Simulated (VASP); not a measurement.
Be64C33 (a cell with a defect):

```
Be C
1.0
     8.62128    0.00000    0.00000
     0.00000    8.62128    0.00000
     0.00000    0.00000    8.62128
Be C
64 33
Cartesian
  3.2374 1.0777 1.1020
  3.2403 1.0501 5.4243
  3.2448 5.4103 1.1342
  2.9922 5.5078 5.5434
  7.5515 1.0787 1.0854
  7.5431 1.0577 5.3873
  7.5761 5.3757 1.0561
  7.5055 5.3732 5.3816
  1.0939 3.2300 1.1113
  1.0230 3.2418 5.4337
  1.0843 7.5456 1.1016
  1.0533 7.5568 5.4076
  5.4165 3.2419 1.0406
  5.2892 3.2233 5.3121
  5.3907 7.5572 1.0706
  5.3710 7.5531 5.3880
  1.0850 1.0780 3.2553
  1.0681 1.0785 7.5688
  1.1187 5.4100 3.2623
  1.0388 5.3752 7.5931
  5.4071 1.0499 3.2577
  5.3702 1.0572 7.5609
  5.5252 5.5073 3.0086
  5.3649 5.3735 7.5228
  1.0885 1.0810 1.1062
  1.0689 1.0783 5.4204
  1.0948 5.3947 1.1121
  0.9903 5.3877 5.4236
  5.4031 1.0784 1.0864
  5.3957 1.0771 5.4133
  5.4067 5.3882 1.0071
  5.3732 5.4304 5.3909
  3.2450 3.1900 3.2618
  3.2116 3.2320 7.6457
  3.2227 7.5432 3.2394
  3.2152 7.5419 7.5663
  7.6281 3.2324 3.2291
  7.5235 3.2255 7.5407
  7.5494 7.5419 3.2323
  7.5298 7.5393 7.5466
  3.2534 3.2468 1.1299
  3.0928 3.1130 5.6443
  3.2481 7.5631 1.0918
  3.2113 7.5703 5.3950
  7.5794 3.2451 1.0597
  7.4995 3.2103 5.3905
  7.5502 7.5418 1.0840
  7.5333 7.5423 5.3975
  3.2474 1.0673 3.2647
  3.2276 1.0631 7.5821
  3.3289 5.3971 3.3406
  3.2018 5.3783 7.6120
  7.5650 1.0634 3.2451
  7.5340 1.0747 7.5510
  7.5953 5.3784 3.2190
  7.5244 5.3902 7.5414
  1.1129 3.2471 3.2712
  1.0422 3.2446 7.5966
  1.0752 7.5626 3.2654
  1.0668 7.5416 7.5673
  5.6264 3.1123 3.1091
  5.3736 3.2099 7.5185
  5.3780 7.5701 3.2285
  5.3809 7.5426 7.5506
  8.6198 8.6208 0.0157
  8.6198 8.6208 4.3263
  8.6198 4.3102 0.0157
  8.6198 4.3101 4.3263
  4.3091 8.6208 0.0157
  4.3092 8.6207 4.3263
  4.3092 4.3101 0.0157
  4.7833 4.3092 3.8451
  2.1559 2.1544 0.0439
  2.1541 2.1515 4.3531
  2.1499 6.4715 0.0321
  2.1138 6.5187 4.3373
  6.4684 2.1488 8.6206
  6.5047 2.1015 4.3154
  6.4624 6.4659 8.6088
  6.4641 6.4688 4.2997
  2.1636 0.0099 2.1808
  2.1405 8.6212 6.4949
  2.1932 4.3191 2.2098
  2.0530 4.3098 6.5824
  6.4779 8.6204 2.1578
  6.4547 8.6104 6.4719
  6.5654 4.3104 2.0702
  6.4251 4.3012 6.4430
  0.0270 2.1549 2.1735
  8.6034 2.1490 6.4853
  0.0148 6.4713 2.1674
  8.5914 6.4654 6.4792
  4.3352 2.1505 2.1702
  4.2976 2.1007 6.5233
  4.3207 6.5194 2.1297
  4.2832 6.4697 6.4823
  3.8345 4.3118 4.8077
```

Base run:

- Program: VASP 6.6.1
- Functional: PBEsol
- Potentials or basis: VASP PAW PBE potentials, release 64 (Be, C)
- Cutoff: 520 eV
- k mesh: 1 × 1 × 1, shifted
- Occupations: fermi-dirac, width 0.05 eV
- Spin: no spin polarisation

Its results: band gap on the k mesh 0.74 eV; pressure 4.9 GPa; largest force 0.064 eV/Å.

Q: The run is repeated on the same cell with these changes: further incar settings from LREAL = Auto; ALGO = Normal; EDIFF = 1e-06; NBANDS = 184; ISYM = -1 to LREAL = Auto; ALGO = Normal; EDIFF = 1e-06; NBANDS = 184; ISYM = 0. What comes out?

A: Band gap on the k mesh 0.33 eV; pressure 5.0 GPa; largest force 0.268 eV/Å.

Caveats: the PAW data sets were made with another functional, which shifts forces and pressure a little.

A k mesh can miss the band edges.
